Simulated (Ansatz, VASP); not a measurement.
# TiB2: VASP beside Ansatz

Contents of INCAR:

```
PREC     = Accurate       # precision mode
ENCUT    = 520            # plane-wave cutoff, eV
EDIFF    = 1E-6           # SCF threshold, eV
ISMEAR   = 0              # smearing method
SIGMA    = 0.15           # smearing width, eV
LREAL    = False          # projectors in reciprocal space
LASPH    = True           # aspherical terms in the spheres
NELM     = 100            # most SCF steps
ALGO     = Normal         # electronic algorithm
ISIF     = 2              # what is computed and relaxed
LWAVE    = False          # write WAVECAR
LCHARG   = False          # write CHGCAR
GGA      = PE             # functional
NBANDS   = 37             # bands
```

Contents of KPOINTS:

```
regular mesh
0
Gamma
  15 15 4
```

The input POSCAR:

```
TiB2
1.0
   -1.5160209380     -2.6258252899      0.0000000000
    1.5160209380     -2.6258252899      0.0000000000
   -0.3032041876     -0.5251650580     11.1702647790
Ti B
3 6
Direct
   -0.1587115146      0.0000000000      0.7935575732
   -0.0432828598      0.0000000000      0.2164142992
   -0.1009971872      0.0000000000      0.5049859362
    0.6522409705      0.6666666667      0.0721284807
    0.5945266431      0.6666666667      0.3607001177
    0.5368123157      0.6666666667      0.6492717547
    0.3189076372      0.3333333333      0.0721284807
    0.2611933098      0.3333333333      0.3607001177
    0.2034789824      0.3333333333      0.6492717547
```

Input for Ansatz:

```yaml
crystal:
  lattice:
    - [-1.516020938, -2.6258252899, 0.0]
    - [1.516020938, -2.6258252899, 0.0]
    - [-0.3032041876, -0.525165058, 11.170264779]
  atoms:
    - { symbol: Ti, position: [-0.1587115146, 0.0, 0.7935575732] }
    - { symbol: Ti, position: [-0.0432828598, 0.0, 0.2164142992] }
    - { symbol: Ti, position: [-0.1009971872, 0.0, 0.5049859362] }
    - { symbol: B, position: [0.6522409705, 0.6666666667, 0.0721284807] }
    - { symbol: B, position: [0.5945266431, 0.6666666667, 0.3607001177] }
    - { symbol: B, position: [0.5368123157, 0.6666666667, 0.6492717547] }
    - { symbol: B, position: [0.3189076372, 0.3333333333, 0.0721284807] }
    - { symbol: B, position: [0.2611933098, 0.3333333333, 0.3607001177] }
    - { symbol: B, position: [0.2034789824, 0.3333333333, 0.6492717547] }
basis:
  ecutwfc: 520.0
kpoints:
  mp_grid: { grid: [15, 15, 4] }
hamiltonian:
  xc: pbe
scf:
  occupations: { method: gaussian, width: 0.15 }
output:
  forces: true
  stress: true
  eigenvalues: true
```

Alike in both runs: task single point; functional PBE; k mesh 15 × 15 × 4; occupations gaussian, width 0.15 eV; no spin polarisation.

|  | VASP | Ansatz |
| --- | --- | --- |
| version | VASP 6.6.1 | Ansatz 0.2.0 |
| potentials or method | VASP PAW PBE potentials, release 64 (Ti_sv, B), cutoff 520 eV | scalar-relativistic, plane waves, PAW |
| valence electrons in the cell | 54 | 54 |

|  | VASP | Ansatz | Ansatz less VASP |
| --- | --- | --- | --- |
| gap on the k mesh at the Fermi level (eV) | none | none | - |
| pressure (GPa) | -5.5 | -5.6 | -0.14 |
| traceless stress, the component that is largest in VASP (GPa) | -7.62 | -7.63 | -0.012 |
| rms of the force components (eV/Å) | 0.267 | 0.265 | -0.0019 |

Atom by atom the forces differ by 0.004 eV/Å (rms over components). A gap of «none» marks a metal or a gap that the smearing closes.
